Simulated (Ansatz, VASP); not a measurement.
# One calculation of ZnS, two programs

The input INCAR:

```
SYSTEM = ZnS
PREC = Accurate ; ENCUT = 520
EDIFF = 1E-6 ; ISMEAR = 0
SIGMA = 0.05 ; LREAL = .False.
LASPH = .True. ; NELM = 100
ALGO = Normal ; ISIF = 2
LWAVE = .False. ; LCHARG = .True.
GGA = PE ; LELF = .True.
LVHAR = .True. ; NBANDS = 16
```

The input KPOINTS:

```
Automatic mesh
0
Gamma
  8 8 8
  0 0 0
```

Contents of POSCAR:

```
ZnS
1.0
    0.0000000000      2.6399170651      2.6399170651
    2.6399170651      0.0000000000      2.6399170651
    2.6399170651      2.6399170651      0.0000000000
Zn S
1 1
Direct
    0.0000000000      0.0000000000      0.0000000000
    0.7500000000      0.7500000000      0.7500000000
```

Input for Ansatz:

```yaml
crystal:
  lattice:
    - [0.0, 2.6399170651, 2.6399170651]
    - [2.6399170651, 0.0, 2.6399170651]
    - [2.6399170651, 2.6399170651, 0.0]
  atoms:
    - { symbol: Zn, position: [0.0, 0.0, 0.0] }
    - { symbol: S, position: [0.75, 0.75, 0.75] }
basis:
  ecutwfc: 420
kpoints:
  mp_grid: { grid: [8, 8, 8] }
hamiltonian:
  xc: pbe
scf:
  occupations: { method: gaussian, width: 0.05 }
output:
  forces: true
  stress: true
  eigenvalues: true
  write_density: true
  write_potential: true
  elf: true
  volumetric_format: npy
```

Change from the starting cell: strain -0.030 along x and y, -0.030 along z, atoms carried along.

Alike in both runs: task single point; functional PBE; k mesh 8 × 8 × 8; occupations gaussian, width 0.05 eV; no spin polarisation.

|  | VASP | Ansatz |
| --- | --- | --- |
| version | VASP 6.6.1 | Ansatz 0.2.0 |
| potentials or method | VASP PAW PBE potentials, release 64 (Zn, S), cutoff 520 eV | scalar-relativistic, plane waves, PAW |
| valence electrons in the cell | 18 | 18 |

```tsv
	VASP	Ansatz	Ansatz less VASP
gap on the k mesh at the Fermi level (eV)	2.43	2.42	-0.010
least direct gap on the mesh (eV)	2.43	2.42	-0.010
pressure (GPa)	8.0	7.8	-0.17
```
